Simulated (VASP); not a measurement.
Write the native input for VASP 6.6.1 that does the following.

```
Task                            : G0W0 quasiparticle levels
Functional                      : PBE
Potentials or basis             : VASP PAW PBE potentials, release 64 (Te_GW, Pb_d_GW)
Cutoff                          : 500 eV
k mesh                          : 2 × 2 × 2
Occupations                     : gaussian, width 0.01 eV
Spin                            : no spin polarisation
Dipole correction               : no
GW scheme                       : G0W0
GW iterations                   : 1
Cutoff of the response function : 80
Frequency points                : 96
Empty bands                     : 60
Mended                          : yes
Further INCAR settings          : ALGO = EVGW0; EDIFF = 1e-08; NBANDS = 71
```

The system is TePb.

```xyz
2
Lattice="0.0000 3.2679 3.2679 3.2679 0.0000 3.2679 3.2679 3.2679 0.0000" Properties=species:S:1:pos:R:3 pbc="T T T"
Te    3.2679    3.2679    3.2679
Pb    0.0000    0.0000    0.0000
```

The input as run:

POSCAR

```
TePb
1.0
    0.0000000000      3.2678555508      3.2678555508
    3.2678555508      0.0000000000      3.2678555508
    3.2678555508      3.2678555508      0.0000000000
Te Pb
1 1
Direct
    0.5000000000      0.5000000000      0.5000000000
    0.0000000000      0.0000000000      0.0000000000
```

INCAR.step1

```
SYSTEM = TePb
PREC     = Accurate       ! precision mode
ENCUT    = 500            ! plane-wave cutoff, eV
EDIFF    = 1E-8           ! SCF threshold, eV
ISMEAR   = 0              ! smearing method
SIGMA    = 0.01           ! smearing width, eV
LREAL    = .False.        ! projectors in reciprocal space
LASPH    = .True.         ! aspherical terms in the spheres
NELM     = 100            ! most SCF steps
ALGO     = Normal         ! electronic algorithm
LWAVE    = .True.         ! write WAVECAR
LCHARG   = .False.        ! write CHGCAR
GGA      = PE             ! functional
```

INCAR.step2

```
SYSTEM = TePb
PREC     = Accurate       ! precision mode
ENCUT    = 500            ! plane-wave cutoff, eV
EDIFF    = 1E-8           ! SCF threshold, eV
ISMEAR   = 0              ! smearing method
SIGMA    = 0.01           ! smearing width, eV
LREAL    = .False.        ! projectors in reciprocal space
LASPH    = .True.         ! aspherical terms in the spheres
NELM     = 1              ! most SCF steps
ALGO     = Exact          ! electronic algorithm
LWAVE    = .True.         ! write WAVECAR
LCHARG   = .False.        ! write CHGCAR
GGA      = PE             ! functional
NBANDS   = 71             ! bands
LOPTICS  = .True.         ! frequency-dependent dielectric function
ISTART   = 1
```

INCAR.step3

```
SYSTEM = TePb
PREC     = Accurate       ! precision mode
ENCUT    = 500            ! plane-wave cutoff, eV
EDIFF    = 1E-8           ! SCF threshold, eV
ISMEAR   = 0              ! smearing method
SIGMA    = 0.01           ! smearing width, eV
LREAL    = .False.        ! projectors in reciprocal space
LASPH    = .True.         ! aspherical terms in the spheres
ALGO     = EVGW0          ! electronic algorithm
LWAVE    = .False.        ! write WAVECAR
LCHARG   = .False.        ! write CHGCAR
GGA      = PE             ! functional
NELMGW   = 1            
NBANDS   = 71             ! bands
ENCUTGW  = 80.0           ! cutoff of the response function
NOMEGA   = 96             ! frequency points
PRECFOCK = Fast         
ISTART   = 1            
NBANDSGW = 19           
OMEGAMAX = 30
```

KPOINTS

```
regular mesh
0
Gamma
  2 2 2
  0 0 0
```

Potentials or basis: VASP PAW PBE potentials, release 64 (Te_GW, Pb_d_GW).

Command:

```sh
$ cat potpaw_PBE.64/Te_GW/POTCAR potpaw_PBE.64/Pb_d_GW/POTCAR > POTCAR
$ cp INCAR.step1 INCAR
$ mpirun -np 1 vasp_std > vasp.out
$ cp INCAR.step2 INCAR
$ mpirun -np 1 vasp_std > vasp.out
$ cp INCAR.step3 INCAR
$ mpirun -np 1 vasp_std > vasp.out
```

Results of the run:

```json
{
 "Quasiparticle gap": "1.00 eV",
 "Least direct quasiparticle gap": "1.00 eV",
 "Band gap of the starting levels on the mesh": "0.65 eV",
 "Least direct gap of the starting levels on the mesh": "0.65 eV"
}
```

Caveat: the k points lie up to 0.83 Å⁻¹ apart; bands, screening cutoff and mesh are small and nothing is extrapolated, so the quasiparticle values aren't converged; spin-orbit coupling is left out, which moves the levels of the heavy elements.

It took 98 s on 1 thread of Intel(R) Xeon(R) 6975P-C (Granite Rapids), with other jobs on the host, peak memory 0.59 GiB.
